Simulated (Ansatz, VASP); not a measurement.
**Two plane-wave programs on BeGe2**

```
CELL_PARAMETERS angstrom
5.87439 0.00000 0.00000
0.00000 5.87439 0.00000
0.00000 0.00000 5.17191
ATOMIC_POSITIONS crystal
Be 0.50000 0.50000 0.75000
Be 0.50000 0.50000 0.25000
Ge 0.19709 0.50000 0.00000
Ge 0.80291 0.50000 0.00000
Ge 0.50000 0.80291 0.50000
Ge 0.50000 0.19709 0.50000
```

Alike in both runs: functional PBE; k mesh 6 × 6 × 8; occupations gaussian, width 0.1 eV; no spin polarisation.

Ansatz relaxed the structure, and its values are those at the end. VASP's run is a single point on that final structure, the one shown.

|  | VASP | Ansatz |
| --- | --- | --- |
| version | VASP 6.6.1 | Ansatz 0.2.0 |
| potentials or method | VASP PAW PBE potentials, release 64 (Be, Ge_d), cutoff 520 eV | scalar-relativistic, plane waves, PAW |
| valence electrons in the cell | 60 | 60 |

```csv
,VASP,Ansatz,Ansatz less VASP
gap on the k mesh at the Fermi level (eV),none,none,-
pressure (GPa),0.0,0.0,+0.01
rms of the force components (eV/Å),0.005,0.001,-0.0046
```

A gap of «none» marks a metal or a gap that the smearing closes.
